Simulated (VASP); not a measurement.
Y, 2 atoms in the cell. It takes space group P6_3/mmc (No. 194, hexagonal). The conventional cell has a = 3.657 Å, b = 3.657 Å, c = 5.674 Å, α = 90.00°, β = 90.00°, γ = 120.00°. Within 4.6 Å of Y (site symmetry -6m2) lie 12 Y at 3.54 to 3.66 Å. 

```yaml
Program: VASP 6.6.1
Task: single point
Functional: PBE
Potentials_or_basis: VASP PAW PBE potentials, release 64 (Y_sv)
Cutoff: 520 eV
k_mesh: 15 × 15 × 8
Occupations: gaussian, width 0.1 eV
Spin: no spin polarisation
Dipole_correction: no
Further_INCAR_settings: ALGO = Fast; EDIFF = 1e-07; NBANDS = 18
```

Potentials or basis: VASP PAW PBE potentials, release 64 (Y_sv).

Run with:

```console
$ cat potpaw_PBE.64/Y_sv/POTCAR > POTCAR
$ mpirun -np 1 vasp_std > vasp.out
```

Hardware: 1 thread of Intel(R) Xeon(R) 6975P-C (Granite Rapids) (shared host).

Q: Estimate the wall time of this run.

A: It took 110 s on 1 thread of Intel(R) Xeon(R) 6975P-C (Granite Rapids), with other jobs on the host, peak memory 0.29 GiB. Counts: scf iterations 22, k points 135.
